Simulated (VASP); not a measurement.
A run of VASP 6.6.1 is set up as follows.

The input INCAR:

```
PREC = Accurate
ENCUT = 500
EDIFF = 1E-6
ISMEAR = 0
SIGMA = 0.1
LREAL = F
LASPH = T
NELM = 120
ALGO = Normal
ISIF = 2
LWAVE = F
LCHARG = F
GGA = CA
NBANDS = 18
GGA_COMPAT = F
```

The input KPOINTS:

```
regular mesh
0
Gamma
  14 14 14
```

The input POSCAR:

```
TiAu
1.0
    3.1885870431      0.0000000000      0.0000000000
    0.0000000000      3.1885870431      0.0000000000
    0.0000000000      0.0000000000      3.1885870431
Ti Au
1 1
Direct
    0.5000000000      0.5000000000      0.5000000000
    0.0000000000      0.0000000000      0.0000000000
```

Potentials or basis: VASP PAW LDA potentials, release 64 (Ti_sv, Au).

Launch:

```console
$ cat potpaw_LDA.64/Ti_sv/POTCAR potpaw_LDA.64/Au/POTCAR > POTCAR
$ mpirun -np 1 vasp_std > vasp.out
```

**Question.** What does it give for the pressure?

**Answer.** 0.3 GPa.
